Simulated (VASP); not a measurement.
# ZrS (Fm-3m) in VASP: further runs

ZrS is run at these levels: r2SCAN; tasks: single point.

Everything below comes from runs of VASP 6.6.1. Logs are shortened: lines on timing, memory, paths and dates and some standing lists are left out, and cuts for length are marked.

## Step 1: The cell of the first run

Symmetry: Fm-3m, No. 225, cubic system. Conventional cell: a = 5.250 Å, b = 5.250 Å, c = 5.250 Å, α = 90.00°, β = 90.00°, γ = 90.00°. Within 3.5 Å of Zr (site symmetry m-3m) lie 6 S at 2.62 Å. Within 3.5 Å of S (site symmetry m-3m) lie 6 Zr at 2.62 Å.

## Step 2: Single point, r2SCAN

Input file POSCAR:

```
ZrS
1.0
    0.0000000000      2.6250000000      2.6250000000
    2.6250000000      0.0000000000      2.6250000000
    2.6250000000      2.6250000000      0.0000000000
Zr S
1 1
Direct
    0.0000000000      0.0000000000      0.0000000000
    0.5000000000      0.5000000000      0.5000000000
```

Input file INCAR.step1:

```
  PREC = Accurate
  ENCUT = 520
  ISMEAR = 1
  SIGMA = 0.01
  LREAL = False
  LASPH = True
  NELM = 60
  NBANDS = 16
  GGA = PE
  ALGO = Normal
  EDIFF = 1E-4
  LWAVE = True
  LCHARG = False
```

Input file INCAR.step2:

```
  PREC = Accurate
  ENCUT = 520
  EDIFF = 1E-6
  ISMEAR = 1
  SIGMA = 0.01
  LREAL = False
  LASPH = True
  NELM = 60
  ALGO = Normal
  ISIF = 2
  LWAVE = False
  LCHARG = False
  METAGGA = R2SCAN
  LMIXTAU = True
  NBANDS = 16
  ISTART = 1
```

Input file KPOINTS:

```
Automatic mesh
0
Gamma
  14 14 14
```

Potentials or basis: VASP PAW PBE potentials, release 64 (Zr_sv, S).

Run with:

```console
cat potpaw_PBE.64/Zr_sv/POTCAR potpaw_PBE.64/S/POTCAR > POTCAR
cp INCAR.step1 INCAR
mpirun -np 1 vasp_std > vasp.out
cp INCAR.step2 INCAR
mpirun -np 1 vasp_std > vasp.out
```

OUTCAR:

```text
PREC = Accurate
   ENCUT = 520
   EDIFF = 1E-6
   ISMEAR = 1
   LREAL = False
   LASPH = True
   NELM = 60
   ISIF = 2
   METAGGA = R2SCAN
   ISTART = 1

 ion  position               nearest neighbor table
   1  0.000  0.000  0.000-   2 2.62   2 2.62   2 2.62   2 2.62   2 2.62   2 2.62
   2  0.500  0.500  0.500-   1 2.62   1 2.62   1 2.62   1 2.62   1 2.62   1 2.62

  LATTYP: Found a face centered cubic cell.
 ALAT       =     5.2500000000

  Lattice vectors:

 A1 = (   0.0000000000,   2.6250000000,   2.6250000000)
 A2 = (   2.6250000000,   0.0000000000,   2.6250000000)
 A3 = (   2.6250000000,   2.6250000000,   0.0000000000)

Analysis of symmetry for initial positions (statically):
=====================================================================
 Subroutine PRICEL returns:
 Original cell was already a primitive cell.

 Routine SETGRP: Setting up the symmetry group for a
 face centered cubic supercell.

 Subroutine GETGRP returns: Found 48 space group operations
 (whereof 48 operations were pure point group operations)
 out of a pool of 48 trial point group operations.

The static configuration has the point symmetry O_h .

Analysis of symmetry for dynamics (positions and initial velocities):
=====================================================================
 Subroutine PRICEL returns:
 Original cell was already a primitive cell.

 Routine SETGRP: Setting up the symmetry group for a
 face centered cubic supercell.

 Subroutine GETGRP returns: Found 48 space group operations
 (whereof 48 operations were pure point group operations)
 out of a pool of 48 trial point group operations.

The dynamic configuration has the point symmetry O_h .

 Subroutine INISYM returns: Found 48 space group operations
 (whereof 48 operations are pure point group operations),
 and found     1 'primitive' translations

----------------------------------------------------------------------------------------

                                     Primitive cell

  volume of cell :      36.1758

  direct lattice vectors                    reciprocal lattice vectors
     0.000000000  2.625000000  2.625000000    -0.190476190  0.190476190  0.190476190
     2.625000000  0.000000000  2.625000000     0.190476190 -0.190476190  0.190476190
     2.625000000  2.625000000  0.000000000     0.190476190  0.190476190 -0.190476190

  length of vectors
     3.712310601  3.712310601  3.712310601     0.329914440  0.329914440  0.329914440

  position of ions in fractional coordinates (direct lattice)
     0.000000000  0.000000000  0.000000000
     0.500000000  0.500000000  0.500000000

  ion indices of the primitive-cell ions
   primitive index   ion index
                 1           1
                 2           2

----------------------------------------------------------------------------------------

 KPOINTS: Automatic mesh

Automatic generation of k-mesh.
 Grid dimensions read from file:
 generate k-points for:   14   14   14

 Generating k-lattice:

  Cartesian coordinates                     Fractional coordinates (reciprocal lattice)
    -0.013605442  0.013605442  0.013605442     0.071428571  0.000000000  0.000000000
     0.013605442 -0.013605442  0.013605442     0.000000000  0.071428571  0.000000000
     0.013605442  0.013605442 -0.013605442     0.000000000  0.000000000  0.071428571

  Length of vectors
     0.023565317  0.023565317  0.023565317

  Shift w.r.t. Gamma in fractional coordinates (k-lattice)
     0.000000000  0.000000000  0.000000000

 Subroutine IBZKPT returns following result:
 ===========================================

 Found    104 irreducible k-points:

 Following reciprocal coordinates:
            Coordinates               Weight
  0.000000  0.000000  0.000000      1.000000
  0.071429  0.000000  0.000000      8.000000
  0.142857  0.000000  0.000000      8.000000
  0.214286  0.000000  0.000000      8.000000
  0.285714  0.000000  0.000000      8.000000
  0.357143  0.000000  0.000000      8.000000
[... 16 lines left out ...]
  0.214286  0.142857  0.000000     24.000000
  0.285714  0.142857  0.000000     24.000000
 [... further k-points ...]
   k-points           NKPTS =    104   k-points in BZ     NKDIM =    104   number of bands    NBANDS=     16
   number of dos      NEDOS =    301   number of ions     NIONS =      2
   total plane-waves  NPLWV =  21952
   dimension x,y,z NGX =    28 NGY =   28 NGZ =   28
   dimension x,y,z NGXF=    56 NGYF=   56 NGZF=   56
   ions per type =               1   1
   NGX,Y,Z   is equivalent  to a cutoff of  12.54, 12.54, 12.54 a.u.
   NGXF,Y,Z  is equivalent  to a cutoff of  25.08, 25.08, 25.08 a.u.
 SYSTEM =  unknown system
   PREC   = accura    normal or accurate (medium, high low for compatibility)
   ISTART =      1    job   : 0-new  1-cont  2-samecut
   ICHARG =      0    charge: 1-file 2-atom 10-const
   ISPIN  =      1    spin polarized calculation?
   LNONCOLLINEAR =      F non collinear calculations
[... 27 lines left out ...]
  Thomas-Fermi vector in A             =   2.428662
   LORBIT       =      0    0 simple, 1 ext, 2 COOP (PROOUT), +10 PAW based schemes
   METAGGA = R2SCAN    functional components
   LHFCALC =     F    Hartree Fock is set to
   AEXX    =    0.0000 exact exchange contribution
   IVDW    =     0    specifies the selected vdW correction
   LEPSILON=     F    determine dielectric tensor
   LRPA    =     F    only Hartree local field effects (RPA)
 non-spin polarized calculation
 Methfessel and Paxton  Order N= 1 SIGMA  =   0.01
  energy-cutoff  :      520.00
  volume of cell :       36.18
 maximum number of plane-waves:       990
   NGX = 13   NGY = 13   NGZ = 13

 number of electron      18.0000000 magnetization

 Free energy of the ion-electron system (eV)
  ---------------------------------------------------
  ext. energy  EPLUGINS =         0.00000000
  ---------------------------------------------------
  free energy    TOTEN  =       -33.87725439 eV

  energy without entropy =      -33.87719102  energy(sigma->0) =      -33.87723326

 E-fermi :  10.9581     XC(G=0): -11.9638

 val. band max:       10.9564959763   @ k =   0.5000   0.1429   0.0000
 cond. band min:      10.9583059861   @ k =   0.2857   0.0000   0.0000
 fundamental gap:      0.0018100098
 Fermi energy:        10.9581347097

 k-point     1 :       0.0000    0.0000    0.0000
  band No.  band energies     occupation
      1     -40.9412      2.00000
      2     -18.2217      2.00000
      3     -18.2217      2.00000
      4     -18.2217      2.00000
      5      -5.8611      2.00000
      6       6.9499      2.00000
[... 8 lines left out ...]
     15      18.6405      0.00000
     16      23.4243      0.00000

 k-point     2 :       0.0714    0.0000    0.0000
  band No.  band energies     occupation
      1     -40.9399      2.00000
      2     -18.2403      2.00000
      3     -18.2232      2.00000
      4     -18.2232      2.00000
      5      -5.7947      2.00000
      6       6.5691      2.00000
[... 8 lines left out ...]
     15      18.8511      0.00000
     16      23.0173      0.00000

 k-point     3 :       0.1429    0.0000    0.0000
  band No.  band energies     occupation
      1     -40.9361      2.00000
      2     -18.2919      2.00000
      3     -18.2274      2.00000
      4     -18.2274      2.00000
      5      -5.6042      2.00000
      6       5.7242      2.00000
[... 8 lines left out ...]
     15      19.3208      0.00000
     16      22.2628      0.00000

 k-point     4 :       0.2143    0.0000    0.0000
  band No.  band energies     occupation
      1     -40.9306      2.00000
      2     -18.3651      2.00000
      3     -18.2335      2.00000
      4     -18.2335      2.00000
      5      -5.3158      2.00000
      6       4.7641      2.00000
[... 8 lines left out ...]
     15      19.4255      0.00000
     16      21.3129      0.00000
[... 324 lines left out ...]
 k-point    22 :       0.1429    0.1429    0.0000
  band No.  band energies     occupation
      1     -40.9344      2.00000
      2     -18.2866      2.00000
      3     -18.2425      2.00000
      4     -18.2424      2.00000
      5      -5.5478      2.00000
      6       5.0696      2.00000
[... 8 lines left out ...]
     15      19.6681      0.00000
     16      21.6891      0.00000

 k-point    23 :       0.2143    0.1429    0.0000
  band No.  band energies     occupation
      1     -40.9303      2.00000
      2     -18.3323      2.00000
      3     -18.2523      2.00000
      4     -18.2485      2.00000
      5      -5.3682      2.00000
      6       4.5224      2.00000
[... 8 lines left out ...]
     15      19.9601      0.00000
     16      21.0059      0.00000

 k-point    24 :       0.2857    0.1429    0.0000
  band No.  band energies     occupation
      1     -40.9250      2.00000
      2     -18.3963      2.00000
      3     -18.2611      2.00000
      4     -18.2549      2.00000
      5      -5.1200      2.00000
      6       4.0030      2.00000
[... 8 lines left out ...]
     15      19.4267      0.00000
     16      20.1300      0.00000

 [... further k-points ...]

------------------------ aborting loop because EDIFF is reached ----------------------------------------

  FORCE on cell =-STRESS in cart. coord.  units (eV):
  Direction    XX          YY          ZZ          XY          YZ          ZX
  --------------------------------------------------------------------------------------
  -------------------------------------------------------------------------------------
  Total       -0.4556845     -0.4556845     -0.4556845     -0.0000000     -0.0000000     -0.0000000
  in kB      -20.1816597    -20.1816597    -20.1816597     -0.0000000     -0.0000000     -0.0000000
  external PRESSURE =     -20.1816597 kB  Pullay stress =       0.0000000 kB

 VOLUME and BASIS-vectors are now :
 -----------------------------------------------------------------------------
  energy-cutoff  :      520.00
  volume of cell :       36.18
      direct lattice vectors                 reciprocal lattice vectors
     0.000000000  2.625000000  2.625000000    -0.190476190  0.190476190  0.190476190
     2.625000000  0.000000000  2.625000000     0.190476190 -0.190476190  0.190476190
     2.625000000  2.625000000  0.000000000     0.190476190  0.190476190 -0.190476190

 POSITION                                       TOTAL-FORCE (eV/Angst)
 -----------------------------------------------------------------------------------
      0.00000      0.00000      0.00000         0.000000      0.000000     -0.000000
      2.62500      2.62500      2.62500        -0.000000      0.000000      0.000000
 -----------------------------------------------------------------------------------
    total drift:                                0.000000      0.000000      0.000000

  FREE ENERGIE OF THE ION-ELECTRON SYSTEM (eV)
  ---------------------------------------------------
  free  energy   TOTEN  =       -33.8772543863 eV

  energy  without entropy=      -33.8771910154  energy(sigma->0) =      -33.87723326
```

Wall time 3.4 min (1 thread of Intel Xeon Platinum 8259CL at 2.50GHz (Skylake/Cascade Lake), shared host); peak memory 0.2 GiB.

Results:

| Property | Result |
| --- | --- |
| Free energy | -33.8773 eV |
| Pressure | -2.0 GPa |
| Band gap on the k mesh | zero (band 9 reaches 12.43 eV, above the bottom of band 10 at 9.51 eV) |

Levels at points of the mesh, in eV from the Fermi level:
| k point | band 6 | band 7 | band 8 | band 9 | band 10 | band 11 | band 12 | band 13 |
| --- | --- | --- | --- | --- | --- | --- | --- | --- |
| (0.00, 0.00, 0.00) | -4.01 | -4.01 | -4.01 | -1.45 | -1.45 | -1.45 | -0.70 | -0.70 |
| (0.50, 0.00, 0.00) | -8.52 | -6.46 | -6.46 | 1.47 | 1.47 | 1.82 | 2.07 | 5.75 |
| (0.50, 0.50, 0.00) | -6.79 | -4.98 | -4.98 | -3.55 | 0.52 | 2.36 | 2.36 | 3.02 |

Caveat: the PAW data sets were made with another functional, which shifts forces and pressure a little.

## Step 3: Single point, r2SCAN

POSCAR is that of step 2.

Input file INCAR.step1:

```
SYSTEM = ZrS
  PREC = Accurate
  ENCUT = 520
  ISMEAR = 1
  SIGMA = 0.1
  LREAL = .FALSE.
  LASPH = .TRUE.
  NELM = 100
  NBANDS = 16
  GGA = PE
  ALGO = Normal
  EDIFF = 1E-4
  LWAVE = .TRUE.
  LCHARG = .FALSE.
```

Input file INCAR.step2:

```
SYSTEM = ZrS
  PREC = Accurate
  ENCUT = 520
  EDIFF = 1E-7
  ISMEAR = 1
  SIGMA = 0.1
  LREAL = .FALSE.
  LASPH = .TRUE.
  NELM = 100
  ALGO = Normal
  ISIF = 2
  LWAVE = .FALSE.
  LCHARG = .FALSE.
  METAGGA = R2SCAN
  LMIXTAU = .TRUE.
  NBANDS = 16
  ISTART = 1
```

Input file KPOINTS:

```
Automatic mesh
0
G
  14 14 14
  0 0 0
```

Potentials or basis: VASP PAW PBE potentials, release 64 (Zr_sv, S).

Run with:

```console
cat potpaw_PBE.64/Zr_sv/POTCAR potpaw_PBE.64/S/POTCAR > POTCAR
cp INCAR.step1 INCAR
mpirun -np 1 vasp_std > vasp.out
cp INCAR.step2 INCAR
mpirun -np 1 vasp_std > vasp.out
```

Wall time 3.3 min (1 thread of Intel Xeon Platinum 8259CL at 2.50GHz (Skylake/Cascade Lake), shared host); peak memory 0.2 GiB.

Results (log left out):

| Item | Value |
| --- | --- |
| Free energy | -33.8780 eV |
| Pressure | -2.0 GPa |
| Band gap on the k mesh | zero (band 9 reaches 12.43 eV, above the bottom of band 10 at 9.51 eV) |

Levels at points of the mesh, in eV from the Fermi level:
```
           k point  band 7  band 8  band 9  band 10  band 11  band 12
(0.00, 0.00, 0.00)   -4.00   -4.00   -1.44    -1.44    -1.44    -0.70
(0.50, 0.00, 0.00)   -6.45   -6.45    1.47     1.47     1.82     2.07
(0.50, 0.50, 0.00)   -4.97   -4.97   -3.55     0.52     2.37     2.37
```

Caveat: the PAW data sets were made with another functional, which shifts forces and pressure a little.

## Step 4: Single point, r2SCAN

POSCAR is that of step 3.

Input file INCAR.step1:

```
  PREC = Accurate
  ENCUT = 520
  ISMEAR = 1
  SIGMA = 0.05
  LREAL = False
  LASPH = True
  NELM = 60
  NBANDS = 16
  GGA = PE
  ALGO = Normal
  EDIFF = 1E-4
  LWAVE = True
  LCHARG = False
```

Input file INCAR.step2:

```
  PREC = Accurate
  ENCUT = 520
  EDIFF = 1E-6
  ISMEAR = 1
  SIGMA = 0.05
  LREAL = False
  LASPH = True
  NELM = 60
  ALGO = Normal
  ISIF = 2
  LWAVE = False
  LCHARG = True
  METAGGA = R2SCAN
  LMIXTAU = True
  LELF = True
  LVHAR = True
  NBANDS = 16
  ISTART = 1
```

Input file KPOINTS:

```
Automatic mesh
0
Gamma
  14 14 14
```

Run with:

```console
cat potpaw_PBE.64/Zr_sv/POTCAR potpaw_PBE.64/S/POTCAR > POTCAR
cp INCAR.step1 INCAR
mpirun -np 1 vasp_std > vasp.out
cp INCAR.step2 INCAR
mpirun -np 1 vasp_std > vasp.out
```

Run time: 3.4 min. Hardware: 1 thread of Intel Xeon Platinum 8259CL at 2.50GHz (Skylake/Cascade Lake), shared host; peak memory 0.2 GiB.

Results (log left out):

| Item | Value |
| --- | --- |
| Free energy | -33.8775 eV |
| Pressure | -2.0 GPa |
| Band gap on the k mesh | zero (band 9 reaches 12.43 eV, above the bottom of band 10 at 9.51 eV) |

Levels at points of the mesh, in eV from the Fermi level:
| k point | band 6 | band 7 | band 8 | band 9 | band 10 | band 11 | band 12 | band 13 |
| --- | --- | --- | --- | --- | --- | --- | --- | --- |
| (0.00, 0.00, 0.00) | -4.01 | -4.01 | -4.01 | -1.44 | -1.44 | -1.44 | -0.70 | -0.70 |
| (0.50, 0.00, 0.00) | -8.52 | -6.46 | -6.46 | 1.47 | 1.47 | 1.82 | 2.07 | 5.75 |
| (0.50, 0.50, 0.00) | -6.78 | -4.97 | -4.97 | -3.55 | 0.52 | 2.36 | 2.36 | 3.02 |

Caveat: the PAW data sets were made with another functional, which shifts forces and pressure a little.

## Step 5: Single point, r2SCAN

POSCAR is that of step 4.

Input file INCAR.step1:

```
SYSTEM = ZrS
ALGO = Normal
EDIFF = 1E-4
ENCUT = 520
GGA = PE
ISMEAR = 1
LASPH = .TRUE.
LCHARG = .FALSE.
LREAL = .FALSE.
LWAVE = .TRUE.
NBANDS = 16
NELM = 60
PREC = Accurate
SIGMA = 0.5
```

Input file INCAR.step2:

```
SYSTEM = ZrS
ALGO = Normal
EDIFF = 1E-7
ENCUT = 520
ISIF = 2
ISMEAR = 1
ISTART = 1
LASPH = .TRUE.
LCHARG = .FALSE.
LMIXTAU = .TRUE.
LREAL = .FALSE.
LWAVE = .FALSE.
METAGGA = R2SCAN
NBANDS = 16
NELM = 60
PREC = Accurate
SIGMA = 0.5
```

Input file KPOINTS:

```
k-points
0
G
  14 14 14
  0 0 0
```

Run with:

```console
cat potpaw_PBE.64/Zr_sv/POTCAR potpaw_PBE.64/S/POTCAR > POTCAR
cp INCAR.step1 INCAR
mpirun -np 1 vasp_std > vasp.out
cp INCAR.step2 INCAR
mpirun -np 1 vasp_std > vasp.out
```

Run time: 3.6 min. Hardware: 1 thread of Intel Xeon Platinum 8259CL at 2.50GHz (Skylake/Cascade Lake), shared host; peak memory 0.2 GiB.

Results (log left out):

* Free energy: -33.8800 eV
* Pressure: -2.0 GPa
* Band gap on the k mesh: zero (band 9 reaches 12.43 eV, above the bottom of band 10 at 9.51 eV)

Levels at points of the mesh, in eV from the Fermi level:
```tsv
k point	band 7	band 8	band 9	band 10	band 11	band 12
(0.00, 0.00, 0.00)	-3.99	-3.99	-1.42	-1.42	-1.42	-0.68
(0.50, 0.00, 0.00)	-6.44	-6.44	1.49	1.49	1.84	2.09
(0.50, 0.50, 0.00)	-4.95	-4.95	-3.53	0.54	2.38	2.38
```

Caveat: the PAW data sets were made with another functional, which shifts forces and pressure a little.

## Step 6: Single point, r2SCAN

POSCAR is that of step 5.

Input file INCAR.step1:

```
SYSTEM = ZrS
ALGO     = Normal         ! electronic algorithm
EDIFF    = 1E-4           ! SCF threshold, eV
ENCUT    = 520            ! plane-wave cutoff, eV
GGA      = PE             ! functional
ISMEAR   = -5             ! smearing method
LASPH    = .TRUE.         ! aspherical terms in the spheres
LCHARG   = .FALSE.        ! write CHGCAR
LREAL    = .FALSE.        ! projectors in reciprocal space
LWAVE    = .TRUE.         ! write WAVECAR
NBANDS   = 16             ! bands
NELM     = 60             ! most SCF steps
PREC     = Accurate       ! precision mode
SIGMA    = 0.1            ! smearing width, eV
```

Input file INCAR.step2:

```
SYSTEM = ZrS
ALGO     = Normal         ! electronic algorithm
EDIFF    = 1E-7           ! SCF threshold, eV
ENCUT    = 520            ! plane-wave cutoff, eV
ISIF     = 2              ! what is computed and relaxed
ISMEAR   = -5             ! smearing method
ISTART   = 1            
LASPH    = .TRUE.         ! aspherical terms in the spheres
LCHARG   = .TRUE.         ! write CHGCAR
LELF     = .TRUE.         ! ELF
LMIXTAU  = .TRUE.       
LREAL    = .FALSE.        ! projectors in reciprocal space
LVHAR    = .TRUE.       
LWAVE    = .FALSE.        ! write WAVECAR
METAGGA  = R2SCAN         ! meta-GGA
NBANDS   = 16             ! bands
NELM     = 60             ! most SCF steps
PREC     = Accurate       ! precision mode
SIGMA    = 0.1            ! smearing width, eV
```

KPOINTS is that of step 5.

Potentials or basis: VASP PAW PBE potentials, release 64 (Zr_sv, S).

Run with:

```console
cat potpaw_PBE.64/Zr_sv/POTCAR potpaw_PBE.64/S/POTCAR > POTCAR
cp INCAR.step1 INCAR
mpirun -np 1 vasp_std > vasp.out
cp INCAR.step2 INCAR
mpirun -np 1 vasp_std > vasp.out
```

It took 3.9 min on 1 thread of Intel Xeon Platinum 8259CL at 2.50GHz (Skylake/Cascade Lake), shared host; peak memory 0.2 GiB.

The run converged. Its results:

```
Free energy            : -33.8797 eV
Pressure               : -2.0 GPa
Band gap on the k mesh : zero (band 9 reaches 12.42 eV, above the bottom of band 10 at 9.51 eV)
```

Levels at points of the mesh, in eV from the Fermi level:
```csv
k point,band 7,band 8,band 9,band 10,band 11,band 12
"(0.00, 0.00, 0.00)",-3.98,-3.98,-1.42,-1.42,-1.42,-0.67
"(0.50, 0.00, 0.00)",-6.43,-6.43,1.50,1.50,1.84,2.10
"(0.50, 0.50, 0.00)",-4.94,-4.94,-3.52,0.55,2.39,2.39
```

Caveat: the PAW data sets were made with another functional, which shifts forces and pressure a little; tetrahedron occupations give inexact forces and stress in metals.

## Step 7: The runs side by side

```tsv
smearing	gap on the mesh (eV)	pressure (GPa)
methfessel-paxton 0.01 eV	none	-2.0
methfessel-paxton 0.1 eV	none	-2.0
methfessel-paxton 0.05 eV	none	-2.0
methfessel-paxton 0.5 eV	none	-2.0
tetrahedron	none	-2.0
```

Alike in all rows: task single point; level r2SCAN; potentials or basis VASP PAW PBE potentials, release 64 (Zr_sv, S); no spin polarisation; cell as given; k mesh 14 × 14 × 14; cutoff (eV) 520.

Every run on the cell as given and a fine mesh finds a metal.

Caveats: the PAW data sets were made with another functional, which shifts forces and pressure a little; tetrahedron occupations give inexact forces and stress in metals (some runs).

Absolute energies hang on the potentials; compare differences alone.
